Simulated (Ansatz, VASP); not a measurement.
**Two plane-wave programs on AlCo**

```
Al Co
1.0
     2.90399    0.00000    0.00000
     0.00000    2.90399    0.00000
     0.00000    0.00000    2.77711
Al Co
1 1
Direct
  0.00000 0.00000 0.00000
  0.50000 0.50000 0.50000
```

Change from the starting cell: strain +0.030 along x and y, -0.015 along z, atoms carried along.

Alike in both runs: task single point; functional PBEsol; k mesh 16 × 16 × 16; occupations gaussian, width 0.15 eV; no spin polarisation.

|  | VASP | Ansatz |
| --- | --- | --- |
| version | VASP 6.6.1 | Ansatz 0.2.0 |
| potentials or method | VASP PAW PBE potentials, release 64 (Al, Co), cutoff 520 eV | scalar-relativistic, plane waves, PAW |
| valence electrons in the cell | 12 | 20 |

VASP gave:

| Property | Result |
| --- | --- |
| gap on the k mesh at the Fermi level (eV) | none |
| pressure (GPa) | -6.8 |
| traceless stress, the component that is largest in VASP (GPa) | 5.46 |

Question: Which values does Ansatz return?

Answer: gap on the k mesh at the Fermi level (eV): none; pressure (GPa): -6.9; traceless stress, the component that is largest in VASP (GPa): 5.45.

VASP's potentials were made for PBE, not for PBEsol. A gap of «none» marks a metal or a gap that the smearing closes. VASP's potentials hold 12 valence electrons a cell and Ansatz's 20, so a difference there can come from the potentials and not from the codes.
